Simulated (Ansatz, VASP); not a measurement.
# InSe in VASP and in Ansatz

```xyz
8
Lattice="4.0417 0.0000 0.0000 -2.0209 3.5002 0.0000 0.0000 0.0000 17.4284" Properties=species:S:1:pos:R:3 pbc="T T T"
In    0.0000    2.3335    5.7567
In    2.0209    1.1667   14.4709
In    2.0209    1.1667   11.6718
In    0.0000    2.3335    2.9575
Se    0.0000    2.3335   10.4104
Se    2.0209    1.1667    1.6962
Se    2.0209    1.1667    7.0180
Se    0.0000    2.3335   15.7322
```

Alike in both runs: task single point; functional r2SCAN; k mesh 6 × 6 × 1; occupations gaussian, width 0.1 eV; no spin polarisation.

```csv
,VASP,Ansatz
version,VASP 6.6.1,Ansatz 0.2.0
potentials or method,"VASP PAW PBE potentials, release 64 (In_d, Se), cutoff 520 eV","scalar-relativistic, plane waves, PAW"
valence electrons in the cell,76,116
```

|  | VASP | Ansatz | Ansatz less VASP |
| --- | --- | --- | --- |
| gap on the k mesh at the Fermi level (eV) | 0.94 | 0.95 | +0.009 |
| least direct gap on the mesh (eV) | 0.94 | 0.95 | +0.009 |
| pressure (GPa) | 0.0 | 0.0 | -0.02 |
| rms of the force components (eV/Å) | 0.006 | 0.009 | +0.0034 |

VASP's potentials were made for PBE, not for r2SCAN. Atom by atom the forces differ by 0.008 eV/Å (rms over components). VASP's potentials hold 76 valence electrons a cell and Ansatz's 116, so a difference there can come from the potentials and not from the codes.
